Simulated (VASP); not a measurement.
A run of VASP 6.6.1 is set up as follows.

INCAR

```
PREC = Accurate
ENCUT = 520
EDIFF = 1E-7
ISMEAR = 0
SIGMA = 0.15
LREAL = False
LASPH = True
NELM = 80
ALGO = Normal
ISIF = 2
LWAVE = False
LCHARG = False
GGA = PS
NBANDS = 22
```

File KPOINTS:

```
Automatic mesh
0
Gamma
  16 16 16
```

The input POSCAR:

```
LuSe
1.0
    0.0000000000      2.8479003721      2.8479003721
    2.8479003721      0.0000000000      2.8479003721
    2.8479003721      2.8479003721      0.0000000000
Lu Se
1 1
Direct
    0.5000000000      0.5000000000      0.5000000000
    0.0000000000      0.0000000000      0.0000000000
```

Potentials or basis: VASP PAW PBE potentials, release 64 (Lu, Se).

Command:

```console
$ cat potpaw_PBE.64/Lu/POTCAR potpaw_PBE.64/Se/POTCAR > POTCAR
$ mpirun -np 1 vasp_std > vasp.out
```

Estimate the pressure.

-5.7 GPa.

Caveat: the PAW data sets were made with another functional, which shifts forces and pressure a little.
